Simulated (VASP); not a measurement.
A run of VASP 6.6.1:

File INCAR:

```
SYSTEM = Sb
ALGO = Normal
EDIFF = 1E-7
ENCUT = 520
GGA = PE
ISIF = 2
ISMEAR = -1
LASPH = .True.
LCHARG = .True.
LELF = .True.
LREAL = .False.
LVHAR = .True.
LWAVE = .False.
NBANDS = 12
NELM = 100
PREC = Accurate
SIGMA = 0.1
```

Contents of KPOINTS:

```
k-points
0
Gamma
  12 12 7
  0 0 0
```

POSCAR

```
Sb
1.0
    3.4984435239      0.0000000000      0.0000000000
   -1.7492217619      3.0297409654      0.0000000000
    0.0000000000      0.0000000000      5.7931226488
Sb
2
Direct
    0.3333333333      0.6666666667      0.2500000000
    0.6666666667      0.3333333333      0.7500000000
```

Potentials or basis: VASP PAW PBE potentials, release 64 (Sb).

Command:

```sh
$ cat potpaw_PBE.64/Sb/POTCAR > POTCAR
$ mpirun -np 1 vasp_std > vasp.out
```

Hardware: 1 thread of Intel(R) Xeon(R) Platinum 8259CL CPU @ 2.50GHz (Skylake/Cascade Lake), with other jobs on the host.

Task: How long does it take, and how much memory?

Result: Run time: 39 s on 1 thread of Intel(R) Xeon(R) Platinum 8259CL CPU @ 2.50GHz (Skylake/Cascade Lake), with other jobs on the host, peak memory 0.21 GiB. Counts: scf iterations 12, k points 76.
